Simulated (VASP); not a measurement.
GdO, 2 atoms in the cell. The structure is cubic, space group F-43m (No. 216). The conventional cell has a = 5.436 Å, b = 5.436 Å, c = 5.436 Å, α = 90.00°, β = 90.00°, γ = 90.00°. Within 3.1 Å of Gd (site symmetry -43m) lie 4 O at 2.35 Å. O (site symmetry -43m) has 4 Gd at 2.35 Å within 3.1 Å. 

```yaml
Program: VASP 6.6.1
Task: single point
Functional: LDA
Potentials_or_basis: VASP PAW PBE potentials, release 64 (Gd, O)
Cutoff: 520 eV
k_mesh: 9 × 9 × 9
Occupations: fermi-dirac, width 0.05 eV
Spin: collinear spin, ferromagnetic start
Starting_moments: "[7.0, 0.0] μB"
Dipole_correction: no
Further_INCAR_settings: ALGO = Normal; EDIFF = 1e-06; NBANDS = 23
```

Potentials or basis: VASP PAW PBE potentials, release 64 (Gd, O).

Run with:

```console
$ cat potpaw_PBE.64/Gd/POTCAR potpaw_PBE.64/O/POTCAR > POTCAR
$ mpirun -np 1 vasp_std > vasp.out
```

Hardware: 1 thread of Intel Xeon 8259CL, on a shared host.

Q: How long does it take, and how much memory?

A: Wall time 2.8 min on 1 thread of Intel Xeon 8259CL, on a shared host, peak memory 0.21 GiB. Counts: scf iterations 17, k points 35.
